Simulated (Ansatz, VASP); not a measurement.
**Sb in VASP and in Ansatz**

```
CELL_PARAMETERS angstrom
3.13879 0.00000 0.00000
0.00000 3.13879 0.00000
0.00000 0.00000 3.13879
ATOMIC_POSITIONS crystal
Sb 0.00000 0.00000 0.00000
```

Alike in both runs: task single point; functional PBE0; k mesh 6 × 6 × 6; occupations fermi-dirac, width 0.05 eV; no spin polarisation.

|  | VASP | Ansatz |
| --- | --- | --- |
| version | VASP 6.6.1 | Ansatz 0.2.0 |
| potentials or method | VASP PAW PBE potentials, release 64 (Sb) | Ansatz PAW |
| plane-wave cutoff (eV) | 520 | 420 |
| valence electrons in the cell | 5 | 15 |

Ansatz gave:

```
gap on the k mesh at the Fermi level (eV) : none
pressure (GPa)                            : -2.1
```

Problem. What did VASP give for the same quantities?

Solution. gap on the k mesh at the Fermi level (eV): none; pressure (GPa): -3.1.

A gap of «none» marks a metal or a gap that the smearing closes. With one functional, cell and mesh, what is left measures potentials, basis and numerics. VASP's potentials hold 5 valence electrons a cell and Ansatz's 15, so a difference there can come from the potentials and not from the codes.

Spin-orbit coupling is off throughout.
